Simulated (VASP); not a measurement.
Wanted: the native input for a VASP 6.6.1 run.

```
Task                   : single point
Functional             : r2SCAN
Potentials or basis    : VASP PAW PBE potentials, release 64 (In_d)
Cutoff                 : 520 eV
k mesh                 : 10 × 10 × 10
Occupations            : fermi-dirac, width 0.05 eV
Spin                   : no spin polarisation
Dipole correction      : no
Further INCAR settings : ALGO = Normal; EDIFF = 1e-07; NBANDS = 12
```

In:

```
In
1.0
    -1.84410    1.84410    1.84410
     1.84410   -1.84410    1.84410
     1.84410    1.84410   -1.84410
In
1
Cartesian
  0.0000 0.0000 0.0000
```

These files were run (other wordings do the same):

POSCAR

```
In
1.0
   -1.8440955744      1.8440955744      1.8440955744
    1.8440955744     -1.8440955744      1.8440955744
    1.8440955744      1.8440955744     -1.8440955744
In
1
Direct
    0.0000000000      0.0000000000      0.0000000000
```

INCAR.step1

```
PREC     = Accurate       # precision mode
ENCUT    = 520            # plane-wave cutoff, eV
ISMEAR   = -1             # smearing method
SIGMA    = 0.05           # smearing width, eV
LREAL    = F              # projectors in reciprocal space
LASPH    = T              # aspherical terms in the spheres
NELM     = 100            # most SCF steps
NBANDS   = 12             # bands
GGA      = PE             # functional
ALGO     = Normal         # electronic algorithm
EDIFF    = 1E-4           # SCF threshold, eV
LWAVE    = T              # write WAVECAR
LCHARG   = F              # write CHGCAR
```

INCAR.step2

```
PREC     = Accurate       # precision mode
ENCUT    = 520            # plane-wave cutoff, eV
EDIFF    = 1E-7           # SCF threshold, eV
ISMEAR   = -1             # smearing method
SIGMA    = 0.05           # smearing width, eV
LREAL    = F              # projectors in reciprocal space
LASPH    = T              # aspherical terms in the spheres
NELM     = 100            # most SCF steps
ALGO     = Normal         # electronic algorithm
ISIF     = 2              # what is computed and relaxed
LWAVE    = F              # write WAVECAR
LCHARG   = F              # write CHGCAR
METAGGA  = R2SCAN         # meta-GGA
LMIXTAU  = T            
NBANDS   = 12             # bands
ISTART   = 1
```

KPOINTS

```
Automatic mesh
0
Gamma
  10 10 10
```

Potentials or basis: VASP PAW PBE potentials, release 64 (In_d).

Run with:

```sh
$ cat potpaw_PBE.64/In_d/POTCAR > POTCAR
$ cp INCAR.step1 INCAR
$ mpirun -np 1 vasp_std > vasp.out
$ cp INCAR.step2 INCAR
$ mpirun -np 1 vasp_std > vasp.out
```

It gave:

```
Pressure : 2.6 GPa
```

Caveat: the PAW data sets were made with another functional, which shifts forces and pressure a little.

Wall time 63 s on 1 thread of Intel Xeon 8259CL (shared host), peak memory 0.15 GiB.
